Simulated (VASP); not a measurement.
Runs of VASP 6.6.1 on Ni. The structure is that of space group Fd-3m (No. 227), or close to it. The cells are those of the table. This isn't the form of Ni at room conditions, which is fcc.

| cell | k mesh for the DOS | occupations for the DOS | gap on the mesh (eV) | pressure (GPa) | moment (μB) |
| --- | --- | --- | --- | --- | --- |
| a = 2.660 Å, angles 60.0°, 2 atoms | - | - | none | 583.9 | 0.00 |
| a = 3.045 Å, angles 60.0°, 2 atoms | - | - | none | 144.1 | (b) |
| a = 2.660 Å, angles 60.0°, 2 atoms | 21 × 21 × 21 | tetrahedron | - | - | 0.00 |
| a = 3.351 Å, angles 60.0°, 2 atoms | - | - | none | (a) | 1.53 |

Alike in all rows: task single point; level PBE; potentials or basis VASP PAW PBE potentials, release 64 (Ni); spin collinear, ferromagnetic start; k mesh 14 × 14 × 14; cutoff (eV) 520; smearing fermi-dirac 0.1 eV.

Task: Fill in the values left out.

Result: (a) 33.1; (b) 1.41.

Caveats: the cell stands under pressure (at least some runs); atoms lie so close that the PAW spheres overlap strongly, which falsifies energies and pressures (at least some runs); tetrahedron occupations give inexact forces and stress in metals (at least some runs).

A gap of «none» marks levels without a gap at the run's occupations.
